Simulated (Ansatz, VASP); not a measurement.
One calculation of Ba2SeS, two programs

File POSCAR:

```
Ba2SeS
1.0
    4.6702760470      0.0000000000      0.0000000000
    0.0000000000      4.6702760470      0.0000000000
    0.0000000000      0.0000000000      6.6059791060
S Ba Se
1 2 1
Direct
    0.0000000000      0.0000000000      0.0000000000
    0.0000000000      0.0000000000      0.5000000000
    0.5000000000      0.5000000000      0.0000000000
    0.5000000000      0.5000000000      0.5000000000
```

The input INCAR.step1:

```
ALGO = Normal
EDIFF = 1E-4
ENCUT = 520
GGA = PE
ISMEAR = 0
LASPH = True
LCHARG = False
LREAL = False
LWAVE = True
NBANDS = 24
NELM = 80
PREC = Accurate
SIGMA = 0.01
```

The input INCAR.step2:

```
ALGO = Normal
EDIFF = 1E-6
ENCUT = 520
ISIF = 2
ISMEAR = 0
ISTART = 1
LASPH = True
LCHARG = False
LMIXTAU = True
LREAL = False
LWAVE = False
METAGGA = R2SCAN
NBANDS = 24
NELM = 80
PREC = Accurate
SIGMA = 0.01
```

KPOINTS

```
k-points
0
Gamma
  4 4 4
```

Input for Ansatz:

```yaml
crystal:
  lattice:
    - [4.670276047, 0.0, 0.0]
    - [0.0, 4.670276047, 0.0]
    - [0.0, 0.0, 6.605979106]
  atoms:
    - { symbol: S, position: [0.0, 0.0, 0.0] }
    - { symbol: Ba, position: [0.0, 0.0, 0.5] }
    - { symbol: Se, position: [0.5, 0.5, 0.5] }
    - { symbol: Ba, position: [0.5, 0.5, 0.0] }
kpoints:
  mp_grid: { grid: [4, 4, 4] }
hamiltonian:
  xc: r2scan
scf:
  occupations: { method: fixed }
  n_extra_bands: 5
output:
  forces: true
  stress: true
  eigenvalues: true
```

Alike in both runs: task single point; functional r2SCAN; k mesh 4 × 4 × 4; no spin polarisation.

|  | VASP | Ansatz |
| --- | --- | --- |
| version | VASP 6.6.1 | Ansatz 0.2.0 |
| potentials or method | VASP PAW PBE potentials, release 64 (S, Ba_sv, Se) | plane waves, PAW |
| plane-wave cutoff (eV) | 520 | 500 |
| occupations | gaussian, width 0.01 eV | fixed |
| valence electrons in the cell | 32 | 42 |

```tsv
	VASP	Ansatz	Ansatz less VASP
gap on the k mesh at the Fermi level (eV)	2.43	2.51	+0.079
pressure (GPa)	-0.7	-1.1	-0.45
```

VASP's potentials were made for PBE, not for r2SCAN. VASP's potentials hold 32 valence electrons a cell and Ansatz's 42, so a difference there can come from the potentials and not from the codes.

Spin-orbit coupling is off throughout.
